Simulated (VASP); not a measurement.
Crystal: GdAlGa.

```xyz
3
Lattice="4.4499 0.0000 0.0000 -2.2250 3.8537 0.0000 0.0000 0.0000 3.7145" Properties=species:S:1:pos:R:3 pbc="T T T"
Gd    2.2250    1.2846    0.0000
Al    0.0000    0.0000    1.8572
Ga    0.0000    2.5692    1.8572
```

Base run:

* Program: VASP 6.6.1
* Functional: LDA
* Potentials or basis: VASP PAW PBE potentials, release 64 (Gd, Al, Ga_d)
* Cutoff: 520 eV
* k mesh: 7 × 7 × 7
* Occupations: fermi-dirac, width 0.1 eV
* Spin: collinear spin, ferromagnetic start
* Starting moments: [4.9, 0.0, 0.0] μB

Its results: pressure -4.9 GPa; net moment 7.05 μB per cell; site moments Gd +6.79; Al -0.01; Ga -0.01 μB.

Problem. The run is repeated on the same cell with these changes: functional from LDA to PBEsol. What comes out?

Solution. Pressure -2.9 GPa; net moment 7.11 μB per cell; site moments Gd +6.83; Al -0.01; Ga -0.02 μB.

PBEsol binds less tightly than LDA, so the same cell stands under more pressure.

Caveats: the PAW data sets were made with another functional, which shifts forces and pressure a little; the cell stands under tension (at least some runs).
